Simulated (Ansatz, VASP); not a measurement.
One calculation of CuO, two programs

```xyz
4
Lattice="2.3418 -1.7113 0.0000 2.3418 1.7113 0.0000 -0.8500 0.0000 5.0579" Properties=species:S:1:pos:R:3 pbc="T T T"
Cu    1.1709    0.8556    0.0000
Cu    0.7459   -0.8556    2.5289
O     2.1293   -0.2793    1.2645
O     1.7043    0.2793    3.7934
```

Alike in both runs: task single point; functional PBE; k mesh 7 × 7 × 4; occupations gaussian, width 0.05 eV; collinear spin; Hubbard terms Cu d U = 7.0 eV.

|  | VASP | Ansatz |
| --- | --- | --- |
| version | VASP 6.6.1 | Ansatz 0.2.0 |
| potentials or method | VASP PAW PBE potentials, release 64 (Cu, O), cutoff 520 eV | scalar-relativistic, plane waves, PAW |
| valence electrons in the cell | 34 | 50 |

Ansatz gave:

```
gap on the k mesh at the Fermi level (eV)                     : 0.81
least direct gap on the mesh (eV)                             : 1.06
pressure (GPa)                                                : 8.6
traceless stress, the component that is largest in VASP (GPa) : -0.89
rms of the force components (eV/Å)                            : 0.017
net moment per atom (μB)                                      : 0.00
size of the moment on the site where the two differ most (μB) : 0.60
```

What did VASP give for the same quantities?

gap on the k mesh at the Fermi level (eV): 1.47; least direct gap on the mesh (eV): 1.68; pressure (GPa): 2.2; traceless stress, the component that is largest in VASP (GPa): 0.38; rms of the force components (eV/Å): 0.009; net moment per atom (μB): 0.00; size of the moment on the site where the two differ most (μB): 0.67.

Site moments also hang on the region over which each program counts them. The programs project onto different local orbitals, so the same U acts differently, and such runs can settle in different states. Atom by atom the forces differ by 0.008 eV/Å (rms over components). VASP's potentials hold 34 valence electrons a cell and Ansatz's 50, so a difference there can come from the potentials and not from the codes.
